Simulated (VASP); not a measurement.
# Li (R-3m) in VASP: further runs

Li is run at these levels: PBEsol; tasks: single point.

Everything below comes from runs of VASP 6.6.1. Logs are shortened: lines on timing, memory, paths and dates and some standing lists are left out, and cuts for length are marked.

## Step 1: The cell of the first run

It takes space group R-3m (No. 166, trigonal). The conventional cell has a = 3.105 Å, b = 3.105 Å, c = 22.664 Å, α = 90.00°, β = 90.00°, γ = 120.00°. Within 4.1 Å of Li (site symmetry -3m) lie 12 Li at 3.09 to 3.10 Å. Within 4.1 Å of Li (site symmetry 3m) lie 12 Li at 3.09 to 3.10 Å.

## Step 2: Single point, PBEsol (21.02 Å³/atom)

INCAR reads:

```
PREC = Accurate
ENCUT = 520
EDIFF = 1E-6
ISMEAR = -1
SIGMA = 0.1
LREAL = False
LASPH = True
NELM = 80
ALGO = Normal
ISIF = 2
LWAVE = False
LCHARG = False
GGA = PS
NBANDS = 12
```

KPOINTS reads:

```
regular mesh
0
Gamma
  13 13 13
```

POSCAR reads:

```
Li
1.0
    1.5523341006      0.8962405109      7.5547280894
   -1.5523341006      0.8962405109      7.5547280894
    0.0000000000     -1.7924810218      7.5547280894
Li
3
Direct
    0.0000000000      1.0000000000      1.0000000000
    0.2221833269      0.2221833269      0.2221833269
    0.7778166731      0.7778166731      0.7778166731
```

Potentials or basis: VASP PAW PBE potentials, release 64 (Li_sv).

The run is started by

```
$ cat potpaw_PBE.64/Li_sv/POTCAR > POTCAR
$ mpirun -np 1 vasp_std > vasp.out
```

OUTCAR:

```text
PREC = Accurate
   ENCUT = 520
   EDIFF = 1E-6
   ISMEAR = -1
   LREAL = False
   LASPH = True
   NELM = 80
   ISIF = 2
   GGA = PS

 ion  position               nearest neighbor table
   1  0.000  0.000  0.000-
   2  0.222  0.222  0.222-
   3  0.778  0.778  0.778-

  LATTYP: Found a trigonal (rhomboedric) cell.
 ALAT       =     7.7644642261
 COS(alpha) =     0.9200575591

  Lattice vectors:

 A1 = (   1.5523341006,   0.8962405109,   7.5547280894)
 A2 = (  -1.5523341006,   0.8962405109,   7.5547280894)
 A3 = (   0.0000000000,  -1.7924810218,   7.5547280894)

Analysis of symmetry for initial positions (statically):
=====================================================================
 Subroutine PRICEL returns:
 Original cell was already a primitive cell.

 Routine SETGRP: Setting up the symmetry group for a
 trigonal (rhombohedral) supercell.

 Subroutine GETGRP returns: Found 12 space group operations
 (whereof 12 operations were pure point group operations)
 out of a pool of 12 trial point group operations.

The static configuration has the point symmetry D_3d.

Analysis of symmetry for dynamics (positions and initial velocities):
=====================================================================
 Subroutine PRICEL returns:
 Original cell was already a primitive cell.

 Routine SETGRP: Setting up the symmetry group for a
 trigonal (rhombohedral) supercell.

 Subroutine GETGRP returns: Found 12 space group operations
 (whereof 12 operations were pure point group operations)
 out of a pool of 12 trial point group operations.

The dynamic configuration has the point symmetry D_3d.

 Subroutine INISYM returns: Found 12 space group operations
 (whereof 12 operations are pure point group operations),
 and found     1 'primitive' translations

----------------------------------------------------------------------------------------

                                     Primitive cell

  volume of cell :      63.0638

  direct lattice vectors                    reciprocal lattice vectors
     1.552334101  0.896240511  7.554728089     0.322095611  0.185961987  0.044122479
    -1.552334101  0.896240511  7.554728089    -0.322095611  0.185961987  0.044122479
     0.000000000 -1.792481022  7.554728089     0.000000000 -0.371923975  0.044122479

  length of vectors
     7.764464226  7.764464226  7.764464226     0.374532023  0.374532023  0.374532023

  position of ions in fractional coordinates (direct lattice)
     0.000000000  0.000000000  0.000000000
     0.222183327  0.222183327  0.222183327
     0.777816673  0.777816673  0.777816673

  ion indices of the primitive-cell ions
   primitive index   ion index
                 1           1
                 2           2
                 3           3

----------------------------------------------------------------------------------------

 KPOINTS: regular mesh

Automatic generation of k-mesh.
 Grid dimensions read from file:
 generate k-points for:   13   13   13

 Generating k-lattice:

  Cartesian coordinates                     Fractional coordinates (reciprocal lattice)
     0.024776585  0.014304768  0.003394037     0.076923077  0.000000000 -0.000000000
    -0.024776585  0.014304768  0.003394037     0.000000000  0.076923077 -0.000000000
     0.000000000 -0.028609537  0.003394037    -0.000000000 -0.000000000  0.076923077

  Length of vectors
     0.028810156  0.028810156  0.028810156

  Shift w.r.t. Gamma in fractional coordinates (k-lattice)
     0.000000000  0.000000000  0.000000000

 Subroutine IBZKPT returns following result:
 ===========================================

 Found    231 irreducible k-points:

 Following reciprocal coordinates:
            Coordinates               Weight
  0.000000  0.000000  0.000000      1.000000
  0.076923 -0.000000  0.000000      6.000000
  0.153846 -0.000000  0.000000      6.000000
  0.230769  0.000000  0.000000      6.000000
  0.307692 -0.000000  0.000000      6.000000
  0.384615 -0.000000  0.000000      6.000000
[... 16 lines left out ...]
  0.384615  0.153846  0.000000     12.000000
  0.461538  0.153846  0.000000     12.000000
 [... further k-points ...]
   k-points           NKPTS =    231   k-points in BZ     NKDIM =    231   number of bands    NBANDS=     12
   number of dos      NEDOS =    301   number of ions     NIONS =      3
   total plane-waves  NPLWV = 216000
   dimension x,y,z NGX =    60 NGY =   60 NGZ =   60
   dimension x,y,z NGXF=   120 NGYF=  120 NGZF=  120
   ions per type =               3
   NGX,Y,Z   is equivalent  to a cutoff of  12.85, 12.85, 12.85 a.u.
   NGXF,Y,Z  is equivalent  to a cutoff of  25.69, 25.69, 25.69 a.u.
 SYSTEM =  unknown system
   PREC   = accura    normal or accurate (medium, high low for compatibility)
   ISTART =      0    job   : 0-new  1-cont  2-samecut
   ICHARG =      2    charge: 1-file 2-atom 10-const
   ISPIN  =      1    spin polarized calculation?
   LNONCOLLINEAR =      F non collinear calculations
   LSORBIT =      F    spin-orbit coupling
   LASPH  =      T    aspherical Exc in radial PAW
   ENCUT  =  520.0 eV  38.22 Ry    6.18 a.u.  14.44 14.44 14.44*2*pi/ulx,y,z
   NELM   =     80;   NELMIN=  2; NELMDL= -5     # of ELM steps
   EDIFF  = 0.1E-05   stopping-criterion for ELM
   LREAL  =      F    real-space projection
   EDIFFG = 0.1E-04   stopping-criterion for IOM
   NSW    =      0    number of steps for IOM
   IBRION =     -1    ionic relax: 0-MD 1-quasi-New 2-CG
   NFREE  =      0    steps in history (QN), initial steepest desc. (CG)
   ISIF   =      2    stress and relaxation
   ISYM   =      2    0-nonsym 1-usesym 2-fastsym
   POTIM  = 0.5000    time-step for ionic-motion
   TEBEG  =    0.0;   TEEND  =   0.0 temperature during run
   PSTRESS=    0.0 pullay stress
   NELECT =       9.0000    total number of electrons
   NUPDOWN=      -1.0000    fix difference up-down
   EMIN   =  10.00;   EMAX   =-10.00  energy-range for DOS
   EFERMI =   0.00;   METHOD = LEGACY
   ISMEAR =    -1;   SIGMA  =   0.10  broadening in eV -4-tet -1-fermi 0-gaus
   EFERMI_NEDOS =   21; number of points for ismear=-14 and -15
   IALGO  =     38    algorithm
   IMIX   =      4    mixing-type and parameters
     AMIX     =   0.40;   BMIX     =  1.00
     AMIX_MAG =   1.60;   BMIX_MAG =  1.00
  volume/ion in A,a.u.               =      21.02       141.86
  Fermi-wavevector in a.u.,A,eV,Ry     =   0.855518  1.616694  9.958250  0.731911
  Thomas-Fermi vector in A             =   1.972279
   LORBIT       =      0    0 simple, 1 ext, 2 COOP (PROOUT), +10 PAW based schemes
   GGA     = PS    functional components
   LHFCALC =     F    Hartree Fock is set to
   AEXX    =    0.0000 exact exchange contribution
   IVDW    =     0    specifies the selected vdW correction
   LEPSILON=     F    determine dielectric tensor
   LRPA    =     F    only Hartree local field effects (RPA)
 non-spin polarized calculation
  energy-cutoff  :      520.00
  volume of cell :       63.06
 maximum number of plane-waves:      1712
 NGX is ok and might be reduce to    60
   NGX = 29   NGY = 29   NGZ = 29

 number of electron       9.0000013 magnetization

 Free energy of the ion-electron system (eV)
  ---------------------------------------------------
  ext. energy  EPLUGINS =         0.00000000
  ---------------------------------------------------
  free energy    TOTEN  =        -5.92077339 eV

  energy without entropy =       -5.86934430  energy(sigma->0) =       -5.89505884

 E-fermi :   0.5291     XC(G=0):  -6.9294

 val. band max:        0.5274497914   @ k =  -0.4615   0.4615   0.0769
 cond. band min:       0.5316111016   @ k =   0.4615   0.0769   0.0769
 fundamental gap:      0.0041613102
 Fermi energy:         0.5290544674

 k-point     1 :       0.0000    0.0000    0.0000
  band No.  band energies     occupation
      1     -45.4477      2.00000
      2     -45.4358      2.00000
      3     -45.4347      2.00000
      4      -2.9800      2.00000
      5      -1.0309      2.00000
      6      -1.0307      2.00000
      7       6.1478      0.00000
      8       6.1510      0.00000
      9      12.9704      0.00000
     10      12.9704      0.00000
     11      13.1046      0.00000
     12      13.1046      0.00000

 k-point     2 :       0.0769   -0.0000    0.0000
  band No.  band energies     occupation
      1     -45.4469      2.00000
      2     -45.4353      2.00000
      3     -45.4341      2.00000
      4      -2.8865      2.00000
      5      -1.0283      2.00000
      6      -0.8347      2.00000
      7       5.9884      0.00000
      8       6.4204      0.00000
      9      11.8685      0.00000
     10      12.2695      0.00000
     11      12.5948      0.00000
     12      12.7222      0.00000

 k-point     3 :       0.1538   -0.0000    0.0000
  band No.  band energies     occupation
      1     -45.4446      2.00000
      2     -45.4342      2.00000
      3     -45.4324      2.00000
      4      -2.6055      2.00000
      5      -0.8319      2.00000
      6      -0.4386      1.99987
      7       5.9067      0.00000
      8       6.7910      0.00000
      9      10.0159      0.00000
     10      10.9725      0.00000
     11      11.3254      0.00000
     12      11.8086      0.00000
[... 286 lines left out ...]
 k-point    23 :       0.3846    0.1538    0.0000
  band No.  band energies     occupation
      1     -45.4358      2.00000
      2     -45.4305      2.00000
      3     -45.4275      2.00000
      4      -1.1578      2.00000
      5       0.1202      1.96704
      6       1.5364      0.00008
      7       5.0735      0.00000
      8       6.4829      0.00000
      9       6.9221      0.00000
     10       7.5274      0.00000
     11       8.1848      0.00000
     12       9.5223      0.00000

 k-point    24 :       0.4615    0.1538    0.0000
  band No.  band energies     occupation
      1     -45.4327      2.00000
      2     -45.4289      2.00000
      3     -45.4266      2.00000
      4      -0.3220      1.99960
      5       0.8237      0.09981
      6       2.2662      0.00000
      7       4.1061      0.00000
      8       5.4994      0.00000
      9       6.2240      0.00000
     10       6.6236      0.00000
     11       7.7436      0.00000
     12       9.0331      0.00000

 [... further k-points ...]

------------------------ aborting loop because EDIFF is reached ----------------------------------------

  FORCE on cell =-STRESS in cart. coord.  units (eV):
  Direction    XX          YY          ZZ          XY          YZ          ZX
  --------------------------------------------------------------------------------------
  -------------------------------------------------------------------------------------
  Total       -0.2509126     -0.2509126     -0.1610757      0.0000000     -0.0000000      0.0000000
  in kB       -6.3746036     -6.3746037     -4.0922368      0.0000000     -0.0000000      0.0000000
  external PRESSURE =      -5.6138147 kB  Pullay stress =       0.0000000 kB

 VOLUME and BASIS-vectors are now :
 -----------------------------------------------------------------------------
  energy-cutoff  :      520.00
  volume of cell :       63.06
      direct lattice vectors                 reciprocal lattice vectors
     1.552334101  0.896240511  7.554728089     0.322095611  0.185961987  0.044122479
    -1.552334101  0.896240511  7.554728089    -0.322095611  0.185961987  0.044122479
     0.000000000 -1.792481022  7.554728089     0.000000000 -0.371923975  0.044122479

 POSITION                                       TOTAL-FORCE (eV/Angst)
 -----------------------------------------------------------------------------------
      0.00000      0.00000      0.00000        -0.000000     -0.000000      0.000000
      0.00000      0.00000      5.03560         0.000000      0.000000      0.002440
      0.00000      0.00000     17.62858         0.000000      0.000000     -0.002440
 -----------------------------------------------------------------------------------
    total drift:                                0.000000      0.000000      0.000000

  FREE ENERGIE OF THE ION-ELECTRON SYSTEM (eV)
  ---------------------------------------------------
  free  energy   TOTEN  =        -5.9207733866 eV

  energy  without entropy=       -5.8693442999  energy(sigma->0) =       -5.89505884
```

Run time: 14 min. Hardware: 1 thread of Oxide Virtual Turin-like, shared host; peak memory 0.48 GiB.

Results:

| Property | Result |
| --- | --- |
| Free energy | -5.9208 eV |
| Band gap on the k mesh | zero (an odd number of electrons rules out a gap without spin polarisation) |

Forces on the atoms (eV/Å):
```
Li   0.000  0.000  0.000
Li   0.000  0.000  0.002
Li   0.000  0.000 -0.002
```

Levels at points of the mesh, in eV from the Fermi level:
| k point | band 3 | band 4 | band 5 | band 6 | band 7 | band 8 |
| --- | --- | --- | --- | --- | --- | --- |
| (0.00, 0.00, 0.00) | -45.96 | -3.51 | -1.56 | -1.56 | 5.62 | 5.62 |

Caveat: the cutoff is under 1.25 times the usual one of these potentials, so pressure, stress and relaxed cells hold a basis-set (Pulay) error; the PAW data sets were made with another functional, which shifts forces and pressure a little.

## Step 3: Single point, PBEsol (21.83 Å³/atom)

This run uses another cell than the first one, of 21.83 Å³/atom.

INCAR reads:

```
PREC = Accurate
ENCUT = 520
EDIFF = 1E-7
ISMEAR = -1
SIGMA = 0.1
LREAL = F
LASPH = T
NELM = 80
ALGO = Normal
ISIF = 2
LWAVE = F
LCHARG = T
GGA = PS
LELF = T
LVHAR = T
NBANDS = 12
```

KPOINTS reads:

```
Automatic mesh
0
Gamma
  13 13 13
```

POSCAR reads:

```
Li
1.0
    1.5719859856      0.9075865319      7.6503677119
   -1.5719859856      0.9075865319      7.6503677119
    0.0000000000     -1.8151730639      7.6503677119
Li
3
Direct
    0.0000000000      1.0000000000      1.0000000000
    0.2221833269      0.2221833269      0.2221833269
    0.7778166731      0.7778166731      0.7778166731
```

Potentials or basis: VASP PAW PBE potentials, release 64 (Li_sv).

The run is started by

```
$ cat potpaw_PBE.64/Li_sv/POTCAR > POTCAR
$ mpirun -np 1 vasp_std > vasp.out
```

Run time: 17 min. Hardware: 1 thread of Oxide Virtual Turin-like, shared host; peak memory 0.49 GiB.

Results (log left out):

* Free energy: -5.9109 eV
* Band gap on the k mesh: zero (an odd number of electrons rules out a gap without spin polarisation)

Forces in eV/Å, atoms in the order of the input:
```
Li   0.000  0.000  0.000
Li   0.000  0.000  0.002
Li   0.000  0.000 -0.002
```

Levels at points of the mesh, in eV from the Fermi level:
| k point | band 2 | band 3 | band 4 | band 5 | band 6 | band 7 | band 8 | band 9 |
| --- | --- | --- | --- | --- | --- | --- | --- | --- |
| (0.00, 0.00, 0.00) | -46.03 | -46.03 | -3.46 | -1.54 | -1.54 | 5.46 | 5.47 | 12.12 |

Caveat: the cutoff is under 1.25 times the usual one of these potentials, so pressure, stress and relaxed cells hold a basis-set (Pulay) error; the PAW data sets were made with another functional, which shifts forces and pressure a little.

## Step 4: Single point, PBEsol (22.64 Å³/atom)

This run uses another cell than the first one, of 22.64 Å³/atom.

INCAR reads:

```
PREC     = Accurate       # precision mode
ENCUT    = 520            # plane-wave cutoff, eV
EDIFF    = 1E-7           # SCF threshold, eV
ISMEAR   = -1             # smearing method
SIGMA    = 0.1            # smearing width, eV
LREAL    = F              # projectors in reciprocal space
LASPH    = T              # aspherical terms in the spheres
NELM     = 100            # most SCF steps
ALGO     = Normal         # electronic algorithm
ISIF     = 2              # what is computed and relaxed
LWAVE    = F              # write WAVECAR
LCHARG   = T              # write CHGCAR
GGA      = PS             # functional
LELF     = T              # ELF
LVHAR    = T            
NBANDS   = 12             # bands
```

KPOINTS reads:

```
regular mesh
0
Gamma
  13 13 13
```

POSCAR reads:

```
Li
1.0
    1.5911584359      0.9186557513      7.7436740749
   -1.5911584359      0.9186557513      7.7436740749
    0.0000000000     -1.8373115026      7.7436740749
Li
3
Direct
    0.0000000000      1.0000000000      1.0000000000
    0.2221833269      0.2221833269      0.2221833269
    0.7778166731      0.7778166731      0.7778166731
```

The run is started by

```
$ cat potpaw_PBE.64/Li_sv/POTCAR > POTCAR
$ mpirun -np 1 vasp_std > vasp.out
```

It took 18 min on 1 thread of Oxide Virtual Turin-like, shared host; peak memory 0.47 GiB.

The run converged. Its results:

```
Free energy            : -5.8950 eV
Band gap on the k mesh : zero (an odd number of electrons rules out a gap without spin polarisation)
```

Levels at points of the mesh, in eV from the Fermi level:
```
           k point  band 3  band 4  band 5  band 6  band 7  band 8
(0.00, 0.00, 0.00)  -46.10   -3.41   -1.51   -1.51    5.32    5.32
```

Caveat: the cutoff is under 1.25 times the usual one of these potentials, so pressure, stress and relaxed cells hold a basis-set (Pulay) error; the PAW data sets were made with another functional, which shifts forces and pressure a little.

## Step 5: Summary

| cell | gap on the mesh (eV) |
| --- | --- |
| a = 7.764 Å, angles 23.1°, 3 atoms | none |
| a = 7.863 Å, angles 23.1°, 3 atoms | none |
| a = 7.959 Å, angles 23.1°, 3 atoms | none |

Alike in all rows: task single point; level PBEsol; potentials or basis VASP PAW PBE potentials, release 64 (Li_sv); no spin polarisation; k mesh 13 × 13 × 13; cutoff (eV) 520; smearing fermi-dirac 0.1 eV.

Caveats: the cutoff is under 1.25 times the usual one of these potentials, so pressure, stress and relaxed cells hold a basis-set (Pulay) error; the PAW data sets were made with another functional, which shifts forces and pressure a little.

Total energies depend on the potentials used, so only differences within one code and one set of settings carry meaning.
